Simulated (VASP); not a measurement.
Here is a VASP 6.6.1 calculation.

Contents of INCAR:

```
ALGO = Normal ; DIPOL = 0.5 0.5 0.361
EDIFF = 1E-6 ; ENCUT = 400
GGA = PE ; GGA_COMPAT = F
IDIPOL = 3 ; ISIF = 2
ISMEAR = 0 ; ISYM = 0
LASPH = T ; LCHARG = F
LDIPOL = T ; LREAL = F
LWAVE = F ; NBANDS = 32
NELM = 120 ; NELMDL = -8
PREC = Accurate ; SIGMA = 0.1
```

KPOINTS

```
k-points
0
Gamma
  10 10 1
```

File POSCAR:

```
Mo3S
1.0
    2.7370454664      0.0000000000      0.0000000000
   -0.9123484888      2.5805112129      0.0000000000
    0.0000000000      0.0000000000     19.8082440452
Mo S
3 1
Direct
    0.5000000000      0.5000000000      0.2019361227
    0.0000000000      0.0000000000      0.3106875856
    0.5000000000      0.5000000000      0.4194336472
    0.6666666667      1.0000000000      0.5130211106
```

Potentials or basis: VASP PAW PBE potentials, release 64 (Mo_sv, S).

Command:

```sh
$ cat potpaw_PBE.64/Mo_sv/POTCAR potpaw_PBE.64/S/POTCAR > POTCAR
$ mpirun -np 1 vasp_std > vasp.out
```

(1) Predict the band gap on the k mesh.

(2) What does it give for the largest force?

Results:

(1) zero (bands 24 and 25 overlap by 1.63 eV).

(2) 1.347 eV/Å.
